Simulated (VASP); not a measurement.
# BaS (Pm-3m) in VASP: settings compared, part 2 of 2

VASP 6.6.1. The steps go on from the part before.

## (3) Single point, r2SCAN

POSCAR reads:

```
BaS
1.0
    3.8337582660      0.0000000000      0.0000000000
    0.0000000000      3.8337582660      0.0000000000
    0.0000000000      0.0000000000      3.8337582660
Ba S
1 1
Direct
    0.0000000000      0.0000000000      0.0000000000
    0.5000000000      0.5000000000      0.5000000000
```

INCAR.step1 reads:

```
SYSTEM = BaS
PREC     = Accurate       ! precision mode
ENCUT    = 520            ! plane-wave cutoff, eV
ISMEAR   = 0              ! smearing method
SIGMA    = 0.01           ! smearing width, eV
LREAL    = .FALSE.        ! projectors in reciprocal space
LASPH    = .TRUE.         ! aspherical terms in the spheres
NELM     = 100            ! most SCF steps
NBANDS   = 15             ! bands
GGA      = PE             ! functional
ALGO     = Normal         ! electronic algorithm
EDIFF    = 1E-4           ! SCF threshold, eV
LWAVE    = .TRUE.         ! write WAVECAR
LCHARG   = .FALSE.        ! write CHGCAR
```

INCAR.step2 reads:

```
SYSTEM = BaS
PREC     = Accurate       ! precision mode
ENCUT    = 520            ! plane-wave cutoff, eV
EDIFF    = 1E-6           ! SCF threshold, eV
ISMEAR   = 0              ! smearing method
SIGMA    = 0.01           ! smearing width, eV
LREAL    = .FALSE.        ! projectors in reciprocal space
LASPH    = .TRUE.         ! aspherical terms in the spheres
NELM     = 100            ! most SCF steps
ALGO     = Normal         ! electronic algorithm
ISIF     = 2              ! what is computed and relaxed
LWAVE    = .FALSE.        ! write WAVECAR
LCHARG   = .FALSE.        ! write CHGCAR
METAGGA  = R2SCAN         ! meta-GGA
LMIXTAU  = .TRUE.       
NBANDS   = 15             ! bands
ISTART   = 1
```

KPOINTS reads:

```
Automatic mesh
0
G
  4 4 4
  0 0 0
```

Potentials or basis: VASP PAW PBE potentials, release 64 (Ba_sv, S).

Started as:

```sh
cat potpaw_PBE.64/Ba_sv/POTCAR potpaw_PBE.64/S/POTCAR > POTCAR
cp INCAR.step1 INCAR
mpirun -np 1 vasp_std > vasp.out
cp INCAR.step2 INCAR
mpirun -np 1 vasp_std > vasp.out
```

OUTCAR:

```text
SYSTEM = BaS
   PREC = Accurate
   ENCUT = 520
   EDIFF = 1E-6
   ISMEAR = 0
   LREAL = .FALSE.
   LASPH = .TRUE.
   NELM = 100
   ISIF = 2
   METAGGA = R2SCAN
   ISTART = 1

 ion  position               nearest neighbor table
   1  0.000  0.000  0.000-   2 3.32   2 3.32   2 3.32   2 3.32   2 3.32   2 3.32   2 3.32   2 3.32

   2  0.500  0.500  0.500-   1 3.32   1 3.32   1 3.32   1 3.32   1 3.32   1 3.32   1 3.32   1 3.32

  LATTYP: Found a simple cubic cell.
 ALAT       =     3.8337582660

  Lattice vectors:

 A1 = (   3.8337582660,   0.0000000000,   0.0000000000)
 A2 = (   0.0000000000,   3.8337582660,   0.0000000000)
 A3 = (   0.0000000000,   0.0000000000,   3.8337582660)

Analysis of symmetry for initial positions (statically):
=====================================================================
 Subroutine PRICEL returns:
 Original cell was already a primitive cell.

 Routine SETGRP: Setting up the symmetry group for a
 simple cubic supercell.

 Subroutine GETGRP returns: Found 48 space group operations
 (whereof 48 operations were pure point group operations)
 out of a pool of 48 trial point group operations.

The static configuration has the point symmetry O_h .

Analysis of symmetry for dynamics (positions and initial velocities):
=====================================================================
 Subroutine PRICEL returns:
 Original cell was already a primitive cell.

 Routine SETGRP: Setting up the symmetry group for a
 simple cubic supercell.

 Subroutine GETGRP returns: Found 48 space group operations
 (whereof 48 operations were pure point group operations)
 out of a pool of 48 trial point group operations.

The dynamic configuration has the point symmetry O_h .

 Subroutine INISYM returns: Found 48 space group operations
 (whereof 48 operations are pure point group operations),
 and found     1 'primitive' translations

----------------------------------------------------------------------------------------

                                     Primitive cell

  volume of cell :      56.3474

  direct lattice vectors                    reciprocal lattice vectors
     3.833758266  0.000000000  0.000000000     0.260840651  0.000000000  0.000000000
     0.000000000  3.833758266  0.000000000     0.000000000  0.260840651  0.000000000
     0.000000000  0.000000000  3.833758266     0.000000000  0.000000000  0.260840651

  length of vectors
     3.833758266  3.833758266  3.833758266     0.260840651  0.260840651  0.260840651

  position of ions in fractional coordinates (direct lattice)
     0.000000000  0.000000000  0.000000000
     0.500000000  0.500000000  0.500000000

  ion indices of the primitive-cell ions
   primitive index   ion index
                 1           1
                 2           2

----------------------------------------------------------------------------------------

 KPOINTS: Automatic mesh

Automatic generation of k-mesh.
 Grid dimensions read from file:
 generate k-points for:    4    4    4

 Generating k-lattice:

  Cartesian coordinates                     Fractional coordinates (reciprocal lattice)
[... 25 lines left out ...]
  0.500000  0.500000  0.250000      6.000000
  0.500000  0.500000  0.500000      1.000000
   k-points           NKPTS =     10   k-points in BZ     NKDIM =     10   number of bands    NBANDS=     15
   number of dos      NEDOS =    301   number of ions     NIONS =      2
   total plane-waves  NPLWV =  27000
   dimension x,y,z NGX =    30 NGY =   30 NGZ =   30
   dimension x,y,z NGXF=    60 NGYF=   60 NGZF=   60
   ions per type =               1   1
   NGX,Y,Z   is equivalent  to a cutoff of  13.01, 13.01, 13.01 a.u.
   NGXF,Y,Z  is equivalent  to a cutoff of  26.02, 26.02, 26.02 a.u.
 SYSTEM =  BaS
   PREC   = accura    normal or accurate (medium, high low for compatibility)
   ISTART =      1    job   : 0-new  1-cont  2-samecut
   ICHARG =      0    charge: 1-file 2-atom 10-const
   ISPIN  =      1    spin polarized calculation?
   LNONCOLLINEAR =      F non collinear calculations
   LSORBIT =      F    spin-orbit coupling
   LASPH  =      T    aspherical Exc in radial PAW
   ENCUT  =  520.0 eV  38.22 Ry    6.18 a.u.   7.13  7.13  7.13*2*pi/ulx,y,z
   NELM   =    100;   NELMIN=  2; NELMDL=  0     # of ELM steps
   EDIFF  = 0.1E-05   stopping-criterion for ELM
   LREAL  =      F    real-space projection
   EDIFFG = 0.1E-04   stopping-criterion for IOM
   NSW    =      0    number of steps for IOM
   IBRION =     -1    ionic relax: 0-MD 1-quasi-New 2-CG
   NFREE  =      0    steps in history (QN), initial steepest desc. (CG)
   ISIF   =      2    stress and relaxation
   ISYM   =      2    0-nonsym 1-usesym 2-fastsym
   POTIM  = 0.5000    time-step for ionic-motion
   TEBEG  =    0.0;   TEEND  =   0.0 temperature during run
   PSTRESS=    0.0 pullay stress
   NELECT =      16.0000    total number of electrons
   NUPDOWN=      -1.0000    fix difference up-down
   EMIN   =  10.00;   EMAX   =-10.00  energy-range for DOS
   EFERMI =   0.00;   METHOD = LEGACY
   ISMEAR =     0;   SIGMA  =   0.01  broadening in eV -4-tet -1-fermi 0-gaus
   EFERMI_NEDOS =   21; number of points for ismear=-14 and -15
   IALGO  =     38    algorithm
   IMIX   =      4    mixing-type and parameters
     AMIX     =   0.40;   BMIX     =  1.00
     AMIX_MAG =   1.60;   BMIX_MAG =  1.00
  volume/ion in A,a.u.               =      28.17       190.13
  Fermi-wavevector in a.u.,A,eV,Ry     =   1.076028  2.033397 15.753309  1.157836
  Thomas-Fermi vector in A             =   2.211901
   LORBIT       =      0    0 simple, 1 ext, 2 COOP (PROOUT), +10 PAW based schemes
   METAGGA = R2SCAN    functional components
   LHFCALC =     F    Hartree Fock is set to
   AEXX    =    0.0000 exact exchange contribution
   IVDW    =     0    specifies the selected vdW correction
   LEPSILON=     F    determine dielectric tensor
   LRPA    =     F    only Hartree local field effects (RPA)
 non-spin polarized calculation
 Gauss-broadening in eV      SIGMA  =   0.01
  energy-cutoff  :      520.00
  volume of cell :       56.35
 maximum number of plane-waves:      1568
 NGX is ok and might be reduce to    30
   NGX = 15   NGY = 15   NGZ = 15

 number of electron      15.9999997 magnetization

 Free energy of the ion-electron system (eV)
  ---------------------------------------------------
  ext. energy  EPLUGINS =         0.00000000
  ---------------------------------------------------
  free energy    TOTEN  =       -38.78878260 eV

  energy without entropy =      -38.78878260  energy(sigma->0) =      -38.78878260

 E-fermi :   2.9180     XC(G=0):  -9.8683

 val. band max:        2.8642831112   @ k =   0.5000   0.5000   0.0000
 cond. band min:       4.6605415527   @ k =   0.0000   0.0000   0.0000
 fundamental gap:      1.7962584415
 Fermi energy:         2.9179911396

 k-point     1 :       0.0000    0.0000    0.0000
  band No.  band energies     occupation
      1     -25.1221      2.00000
      2      -9.4987      2.00000
      3      -9.4987      2.00000
      4      -9.4987      2.00000
      5      -8.6602      2.00000
      6       2.7594      2.00000
      7       2.7594      2.00000
      8       2.7594      2.00000
      9       4.6605      0.00000
     10       4.6605      0.00000
     11       7.5462      0.00000
     12       9.9063      0.00000
     13       9.9063      0.00000
     14       9.9063      0.00000
[... 149 lines left out ...]
      2     -10.1199      2.00000
      3     -10.1199      2.00000
      4     -10.1199      2.00000
      5      -7.8367      2.00000
      6       0.0536      2.00000
      7       0.0536      2.00000
      8       0.0536      2.00000
      9      10.7951      0.00000
     10      10.7951      0.00000
     11      10.7951      0.00000
     12      11.2893      0.00000
     13      11.2893      0.00000
     14      11.2893      0.00000
     15      12.3907      0.00000

------------------------ aborting loop because EDIFF is reached ----------------------------------------

  FORCE on cell =-STRESS in cart. coord.  units (eV):
  Direction    XX          YY          ZZ          XY          YZ          ZX
  --------------------------------------------------------------------------------------
  -------------------------------------------------------------------------------------
  Total        0.3619826      0.3619826      0.3619826     -0.0000000     -0.0000000     -0.0000000
  in kB       10.2925769     10.2925769     10.2925769     -0.0000000     -0.0000000     -0.0000000
  external PRESSURE =      10.2925769 kB  Pullay stress =       0.0000000 kB

 VOLUME and BASIS-vectors are now :
 -----------------------------------------------------------------------------
  energy-cutoff  :      520.00
  volume of cell :       56.35
      direct lattice vectors                 reciprocal lattice vectors
     3.833758266  0.000000000  0.000000000     0.260840651  0.000000000  0.000000000
     0.000000000  3.833758266  0.000000000     0.000000000  0.260840651  0.000000000
     0.000000000  0.000000000  3.833758266     0.000000000  0.000000000  0.260840651

 POSITION                                       TOTAL-FORCE (eV/Angst)
 -----------------------------------------------------------------------------------
      0.00000      0.00000      0.00000         0.000000      0.000000      0.000000
      1.91688      1.91688      1.91688         0.000000      0.000000      0.000000
 -----------------------------------------------------------------------------------
    total drift:                                0.000000     -0.000000     -0.000000

  FREE ENERGIE OF THE ION-ELECTRON SYSTEM (eV)
  ---------------------------------------------------
  free  energy   TOTEN  =       -38.7887826049 eV

  energy  without entropy=      -38.7887826049  energy(sigma->0) =      -38.78878260
```

Run time: 37 s. Hardware: 1 thread of Intel Xeon Platinum 8259CL at 2.50GHz (Skylake/Cascade Lake), shared host; peak memory 0.17 GiB.

What came out:

```
Free energy            : -38.7888 eV
Pressure               : 1.0 GPa
Band gap on the k mesh : 1.80 eV (least direct gap 1.90 eV)
```

Caveat: the structure was generated, so it needn't be the stable form of BaS; the PAW data sets were made with another functional, which shifts forces and pressure a little; spin-orbit coupling is left out, which moves the levels of the heavy elements.
